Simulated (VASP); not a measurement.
The system is LiGeH3.

```
CELL_PARAMETERS angstrom
2.64028 1.52437 2.25092
-2.64028 1.52437 2.25092
0.00000 -3.04873 2.25092
ATOMIC_POSITIONS crystal
Li 0.50000 0.50000 0.50000
Ge 0.00000 0.00000 0.00000
H 0.00000 0.50000 0.50000
H 0.50000 0.00000 0.50000
H 0.50000 0.50000 0.00000
```

The cell was generated, and may not be a known phase.

* Program: VASP 6.6.1
* Task: relaxation of cell and atoms
* Functional: PBE
* Potentials or basis: VASP PAW PBE potentials, release 64 (Li_sv, Ge_d, H)
* Cutoff: 600 eV
* k mesh: 6 × 6 × 6
* Occupations: gaussian, width 0.1 eV
* Spin: no spin polarisation

At the start: pressure -7.9 GPa; volume 10.87 Å³/atom.

Problem. How do energy, volume and symmetry change on relaxing?

Solution. Over 4 steps the energy falls by 68.6 meV/atom and the volume is 8.39 Å³/atom (-22.8 %); space group R-3m (No. 166, to 0.1 Å) before and after.

Step by step:
```csv
step,energy change (eV),largest force (eV/Å),pressure (GPa),volume (Å³)
1,0.0000,0.0000,-7.90,54.36
2,-0.1814,0.0000,-6.08,50.25
3,-0.3329,0.0000,-1.81,44.06
4,-0.3432,0.0000,0.37,41.96
```

Final structure:
```
Li Ge H
1.0
     2.43462    1.40563    2.04351
    -2.43462    1.40563    2.04351
     0.00000   -2.81126    2.04351
Li Ge H
1 1 3
Direct
  0.50000 0.50000 0.50000
  0.00000 0.00000 0.00000
  0.00000 0.50000 0.50000
  0.50000 0.00000 0.50000
  0.50000 0.50000 0.00000
```

Caveat: the cutoff is under 1.25 times the usual one of these potentials, so pressure, stress and relaxed cells hold a basis-set (Pulay) error; the volume moved by over 15 % at a fixed basis, so the end points are rough.
